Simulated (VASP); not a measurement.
# MgS (gw) (I-4m2) in VASP: further runs

Runs on MgS (gw). Level: PBEsol. Tasks: single point.

Program: VASP 6.6.1. These are calculated values, not measurements. Logs are shortened: lines on timing, memory, paths and dates and some standing lists are left out, and cuts for length are marked.

## Step 1: The cell of the first run

It takes space group I-4m2 (No. 119, tetragonal). The conventional cell has a = 3.956 Å, b = 3.956 Å, c = 5.732 Å, α = 90.00°, β = 90.00°, γ = 90.00°. Within 3.2 Å of Mg (site symmetry -4m2) lie 4 S at 2.44 Å. S (site symmetry -4m2) has 4 Mg at 2.44 Å within 3.2 Å.

## Step 2: Single point, PBEsol

File INCAR:

```
SYSTEM = MgS
ALGO = Normal
EDIFF = 1E-6
ENCUT = 600
GGA = PS
GGA_COMPAT = .False.
ISIF = 2
ISMEAR = 0
LASPH = .True.
LCHARG = .False.
LREAL = .False.
LWAVE = .False.
NBANDS = 11
NELM = 120
PREC = Accurate
SIGMA = 0.01
```

File KPOINTS:

```
k-points
0
Gamma
  4 4 4
  0 0 0
```

File POSCAR:

```
MgS
1.0
    0.0000000000      2.7974445212      2.8660944701
    2.7974445212      0.0000000000      2.8660944701
    2.7974445212      2.7974445212      0.0000000000
Mg S
1 1
Direct
    0.0000000000      0.0000000000      0.0000000000
    0.2500000000      0.2500000000      0.2500000000
```

Potentials or basis: VASP PAW PBE potentials, release 64 (Mg, S).

The run is started by

```
cat potpaw_PBE.64/Mg/POTCAR potpaw_PBE.64/S/POTCAR > POTCAR
mpirun -np 1 vasp_std > vasp.out
```

OUTCAR:

```text
SYSTEM = MgS
   EDIFF = 1E-6
   ENCUT = 600
   GGA = PS
   ISIF = 2
   ISMEAR = 0
   LASPH = .True.
   LREAL = .False.
   NELM = 120
   PREC = Accurate

 ion  position               nearest neighbor table
   1  0.000  0.000  0.000-   2 2.44   2 2.44   2 2.44   2 2.44
   2  0.250  0.250  0.250-   1 2.44   1 2.44   1 2.44   1 2.44

  LATTYP: Found a body centered tetragonal cell.
 ALAT       =     3.9561839819
 C/A-ratio  =     1.4489186970

  Lattice vectors:

 A1 = (  -2.7974445212,   0.0000000000,   2.8660944701)
 A2 = (   2.7974445212,   0.0000000000,   2.8660944701)
 A3 = (   0.0000000000,   2.7974445212,  -2.8660944701)

Analysis of symmetry for initial positions (statically):
=====================================================================
 Subroutine PRICEL returns:
 Original cell was already a primitive cell.

 Routine SETGRP: Setting up the symmetry group for a
 body centered tetragonal supercell.

 Subroutine GETGRP returns: Found  8 space group operations
 (whereof  8 operations were pure point group operations)
 out of a pool of 16 trial point group operations.

The static configuration has the point symmetry D_2d.

Analysis of symmetry for dynamics (positions and initial velocities):
=====================================================================
 Subroutine PRICEL returns:
 Original cell was already a primitive cell.

 Routine SETGRP: Setting up the symmetry group for a
 body centered tetragonal supercell.

 Subroutine GETGRP returns: Found  8 space group operations
 (whereof  8 operations were pure point group operations)
 out of a pool of 16 trial point group operations.

The dynamic configuration has the point symmetry D_2d.

 Subroutine INISYM returns: Found  8 space group operations
 (whereof  8 operations are pure point group operations),
 and found     1 'primitive' translations

----------------------------------------------------------------------------------------

                                     Primitive cell

  volume of cell :      44.8584

  direct lattice vectors                    reciprocal lattice vectors
     0.000000000  2.797444521  2.866094470    -0.178734554  0.178734554  0.174453426
     2.797444521  0.000000000  2.866094470     0.178734554 -0.178734554  0.174453426
     2.797444521  2.797444521  0.000000000     0.178734554  0.178734554 -0.174453426

  length of vectors
     4.005021019  4.005021019  3.956183982     0.307125511  0.307125511  0.307125511

  position of ions in fractional coordinates (direct lattice)
     0.000000000  0.000000000  0.000000000
     0.250000000  0.250000000  0.250000000

  ion indices of the primitive-cell ions
   primitive index   ion index
                 1           1
                 2           2

----------------------------------------------------------------------------------------

 KPOINTS: k-points

Automatic generation of k-mesh.
 Grid dimensions read from file:
 generate k-points for:    4    4    4

 Generating k-lattice:

  Cartesian coordinates                     Fractional coordinates (reciprocal lattice)
    -0.044683639  0.044683639  0.043613357     0.250000000 -0.000000000  0.000000000
     0.044683639 -0.044683639  0.043613357    -0.000000000  0.250000000  0.000000000
     0.044683639  0.044683639 -0.043613357     0.000000000  0.000000000  0.250000000

  Length of vectors
     0.076781378  0.076781378  0.076781378

  Shift w.r.t. Gamma in fractional coordinates (k-lattice)
     0.000000000  0.000000000  0.000000000

 Subroutine IBZKPT returns following result:
 ===========================================

 Found     13 irreducible k-points:

 Following reciprocal coordinates:
            Coordinates               Weight
  0.000000  0.000000  0.000000      1.000000
  0.250000 -0.000000  0.000000      8.000000
  0.500000 -0.000000  0.000000      4.000000
  0.250000  0.250000  0.000000      2.000000
  0.500000  0.250000  0.000000      8.000000
 -0.250000  0.250000  0.000000      4.000000
  0.500000  0.500000  0.000000      1.000000
  0.250000  0.000000  0.250000      4.000000
  0.500000 -0.000000  0.250000     16.000000
 -0.250000  0.000000  0.250000      8.000000
 -0.250000  0.500000  0.250000      4.000000
  0.500000  0.000000  0.500000      2.000000
 -0.250000  0.250000  0.500000      2.000000
   k-points           NKPTS =     13   k-points in BZ     NKDIM =     13   number of bands    NBANDS=     11
   number of dos      NEDOS =    301   number of ions     NIONS =      2
   total plane-waves  NPLWV =  32768
   dimension x,y,z NGX =    32 NGY =   32 NGZ =   32
   dimension x,y,z NGXF=    64 NGYF=   64 NGZF=   64
   ions per type =               1   1
   NGX,Y,Z   is equivalent  to a cutoff of  13.28, 13.28, 13.45 a.u.
   NGXF,Y,Z  is equivalent  to a cutoff of  26.57, 26.57, 26.89 a.u.
 SYSTEM =  MgS
   PREC   = accura    normal or accurate (medium, high low for compatibility)
   ISTART =      0    job   : 0-new  1-cont  2-samecut
   ICHARG =      2    charge: 1-file 2-atom 10-const
   ISPIN  =      1    spin polarized calculation?
   LNONCOLLINEAR =      F non collinear calculations
   LSORBIT =      F    spin-orbit coupling
   LASPH  =      T    aspherical Exc in radial PAW
   ENCUT  =  600.0 eV  44.10 Ry    6.64 a.u.   8.00  8.00  7.90*2*pi/ulx,y,z
   NELM   =    120;   NELMIN=  2; NELMDL= -5     # of ELM steps
   EDIFF  = 0.1E-05   stopping-criterion for ELM
   LREAL  =      F    real-space projection
   EDIFFG = 0.1E-04   stopping-criterion for IOM
   NSW    =      0    number of steps for IOM
   IBRION =     -1    ionic relax: 0-MD 1-quasi-New 2-CG
   NFREE  =      0    steps in history (QN), initial steepest desc. (CG)
   ISIF   =      2    stress and relaxation
   ISYM   =      2    0-nonsym 1-usesym 2-fastsym
   POTIM  = 0.5000    time-step for ionic-motion
   TEBEG  =    0.0;   TEEND  =   0.0 temperature during run
   PSTRESS=    0.0 pullay stress
   NELECT =       8.0000    total number of electrons
   NUPDOWN=      -1.0000    fix difference up-down
   EMIN   =  10.00;   EMAX   =-10.00  energy-range for DOS
   EFERMI =   0.00;   METHOD = LEGACY
   ISMEAR =     0;   SIGMA  =   0.01  broadening in eV -4-tet -1-fermi 0-gaus
   EFERMI_NEDOS =   21; number of points for ismear=-14 and -15
   IALGO  =     38    algorithm
   IMIX   =      4    mixing-type and parameters
     AMIX     =   0.40;   BMIX     =  1.00
     AMIX_MAG =   1.60;   BMIX_MAG =  1.00
  volume/ion in A,a.u.               =      22.43       151.36
  Fermi-wavevector in a.u.,A,eV,Ry     =   0.921489  1.741362 11.553288  0.849143
  Thomas-Fermi vector in A             =   2.046911
   LORBIT       =      0    0 simple, 1 ext, 2 COOP (PROOUT), +10 PAW based schemes
   GGA     = PS    functional components
   LHFCALC =     F    Hartree Fock is set to
   AEXX    =    0.0000 exact exchange contribution
   IVDW    =     0    specifies the selected vdW correction
   LEPSILON=     F    determine dielectric tensor
   LRPA    =     F    only Hartree local field effects (RPA)
 non-spin polarized calculation
 Gauss-broadening in eV      SIGMA  =   0.01
  energy-cutoff  :      600.00
  volume of cell :       44.86
 maximum number of plane-waves:      1516
   NGX = 15   NGY = 15   NGZ = 15

 number of electron       7.9999999 magnetization

 Free energy of the ion-electron system (eV)
  ---------------------------------------------------
  ext. energy  EPLUGINS =         0.00000000
  ---------------------------------------------------
  free energy    TOTEN  =        -8.90049459 eV

  energy without entropy =       -8.90049459  energy(sigma->0) =       -8.90049459

 E-fermi :   1.2219     XC(G=0):  -8.6167

 val. band max:        1.1098695224   @ k =   0.0000   0.0000   0.0000
 cond. band min:       4.4308767827   @ k =   0.0000   0.0000   0.0000
 fundamental gap:      3.3210072604
 Fermi energy:         1.2219349319

 k-point     1 :       0.0000    0.0000    0.0000
  band No.  band energies     occupation
      1     -10.2196      2.00000
      2       1.0430      2.00000
      3       1.1099      2.00000
      4       1.1099      2.00000
      5       4.4309      0.00000
      6       8.9666      0.00000
      7       8.9906      0.00000
      8       8.9906      0.00000
      9      11.6702      0.00000
     10      12.0952      0.00000
     11      14.5052      0.00000

 k-point     2 :       0.2500   -0.0000    0.0000
  band No.  band energies     occupation
      1      -9.8927      2.00000
      2      -0.8274      2.00000
      3       0.8653      2.00000
      4       0.9532      2.00000
      5       5.9695      0.00000
      6       8.7909      0.00000
      7       9.1214      0.00000
      8       9.2715      0.00000
      9      11.4160      0.00000
     10      11.4988      0.00000
     11      13.2041      0.00000

 k-point     3 :       0.5000   -0.0000    0.0000
  band No.  band energies     occupation
      1      -9.5068      2.00000
      2      -2.1406      2.00000
      3       0.6896      2.00000
      4       0.8152      2.00000
      5       6.1056      0.00000
      6       8.5295      0.00000
      7       8.7554      0.00000
      8       9.5626      0.00000
      9      13.8633      0.00000
     10      14.1751      0.00000
     11      14.3844      0.00000
[... 113 lines left out ...]
 k-point    12 :       0.5000    0.0000    0.5000
  band No.  band energies     occupation
      1      -9.2632      2.00000
      2      -1.7633      2.00000
      3      -0.0214      2.00000
      4      -0.0095      2.00000
      5       4.7607      0.00000
      6       6.5807      0.00000
      7      12.3108      0.00000
      8      13.0492      0.00000
      9      13.5383      0.00000
     10      14.8582      0.00000
     11      15.0303      0.00000

 k-point    13 :      -0.2500    0.2500    0.5000
  band No.  band energies     occupation
      1      -9.2552      2.00000
      2      -1.2474      2.00000
      3      -0.8164      2.00000
      4      -0.2949      2.00000
      5       6.3708      0.00000
      6       8.9623      0.00000
      7       9.0794      0.00000
      8       9.3493      0.00000
      9      13.8096      0.00000
     10      14.9332      0.00000
     11      15.2188      0.00000

------------------------ aborting loop because EDIFF is reached ----------------------------------------

  FORCE on cell =-STRESS in cart. coord.  units (eV):
  Direction    XX          YY          ZZ          XY          YZ          ZX
  --------------------------------------------------------------------------------------
  -------------------------------------------------------------------------------------
  Total        0.1530694      0.1530694      0.0060194      0.0000000     -0.0000000      0.0000000
  in kB        5.4670813      5.4670813      0.2149894      0.0000000     -0.0000000      0.0000000
  external PRESSURE =       3.7163840 kB  Pullay stress =       0.0000000 kB

 VOLUME and BASIS-vectors are now :
 -----------------------------------------------------------------------------
  energy-cutoff  :      600.00
  volume of cell :       44.86
      direct lattice vectors                 reciprocal lattice vectors
     0.000000000  2.797444521  2.866094470    -0.178734554  0.178734554  0.174453426
     2.797444521  0.000000000  2.866094470     0.178734554 -0.178734554  0.174453426
     2.797444521  2.797444521  0.000000000     0.178734554  0.178734554 -0.174453426

 POSITION                                       TOTAL-FORCE (eV/Angst)
 -----------------------------------------------------------------------------------
      0.00000      0.00000      0.00000         0.000000      0.000000      0.000000
      1.39872      1.39872      1.43305        -0.000000     -0.000000     -0.000000
 -----------------------------------------------------------------------------------
    total drift:                               -0.000000     -0.000000     -0.000000

  FREE ENERGIE OF THE ION-ELECTRON SYSTEM (eV)
  ---------------------------------------------------
  free  energy   TOTEN  =        -8.9004945911 eV

  energy  without entropy=       -8.9004945911  energy(sigma->0) =       -8.90049459
```

It took 6.2 s on 1 thread of Intel Xeon 6975P-C (Granite Rapids), shared host; peak memory 0.17 GiB.

What came out:

- Free energy: -8.9005 eV
- Pressure: 0.4 GPa
- Band gap on the k mesh: 3.32 eV, direct

Stress tensor (GPa, compression positive):
```
0.55 0.00 0.00
0.00 0.55 0.00
0.00 0.00 0.02
```

Levels at points of the mesh, in eV from the valence-band top:
| k point | band 2 | band 3 | band 4 | band 5 | band 6 | band 7 |
| --- | --- | --- | --- | --- | --- | --- |
| (0.00, 0.00, 0.00) | -0.07 | 0.00 | 0.00 | 3.32 | 7.86 | 7.88 |
| (0.50, 0.00, 0.00) | -3.25 | -0.42 | -0.29 | 5.00 | 7.42 | 7.65 |
| (0.50, 0.50, 0.00) | -2.99 | -1.01 | -1.01 | 3.71 | 5.64 | 10.92 |
| (0.50, 0.00, 0.50) | -2.87 | -1.13 | -1.12 | 3.65 | 5.47 | 11.20 |

Caveat: the k points lie up to 0.48 Å⁻¹ apart; the PAW data sets were made with another functional, which shifts forces and pressure a little.

## Step 3: Single point, PBEsol

File INCAR:

```
ALGO = Normal
EDIFF = 1E-6
ENCUT = 600
GGA = PS
GGA_COMPAT = False
ISIF = 2
ISMEAR = 0
LASPH = True
LCHARG = False
LREAL = False
LWAVE = False
NBANDS = 11
NELM = 120
PREC = Accurate
SIGMA = 0.01
```

File KPOINTS:

```
k-points
0
Gamma
  4 4 4
```

POSCAR is that of step 2.

Potentials or basis: VASP PAW PBE potentials, release 64 (Mg, S).

The run is started by

```
cat potpaw_PBE.64/Mg/POTCAR potpaw_PBE.64/S/POTCAR > POTCAR
mpirun -np 1 vasp_std > vasp.out
```

It took 5 s on 1 thread of Intel Xeon 6975P-C (Granite Rapids), shared host; peak memory 0.17 GiB.

It converged, with:

* Free energy: -8.9005 eV
* Pressure: 0.4 GPa
* Band gap on the k mesh: 3.32 eV, direct

Stress tensor (GPa, compression positive):
```
0.55 0.00 0.00
0.00 0.55 0.00
0.00 0.00 0.02
```

Levels at points of the mesh, in eV from the valence-band top:
| k point | band 1 | band 2 | band 3 | band 4 | band 5 | band 6 | band 7 | band 8 |
| --- | --- | --- | --- | --- | --- | --- | --- | --- |
| (0.00, 0.00, 0.00) | -11.33 | -0.07 | 0.00 | 0.00 | 3.32 | 7.86 | 7.88 | 7.88 |
| (0.50, 0.00, 0.00) | -10.62 | -3.25 | -0.42 | -0.29 | 5.00 | 7.42 | 7.65 | 8.45 |
| (0.50, 0.50, 0.00) | -10.41 | -2.99 | -1.01 | -1.01 | 3.71 | 5.64 | 10.92 | 12.29 |
| (0.50, 0.00, 0.50) | -10.37 | -2.87 | -1.13 | -1.12 | 3.65 | 5.47 | 11.20 | 11.94 |

Caveat: the k points lie up to 0.48 Å⁻¹ apart; the PAW data sets were made with another functional, which shifts forces and pressure a little.
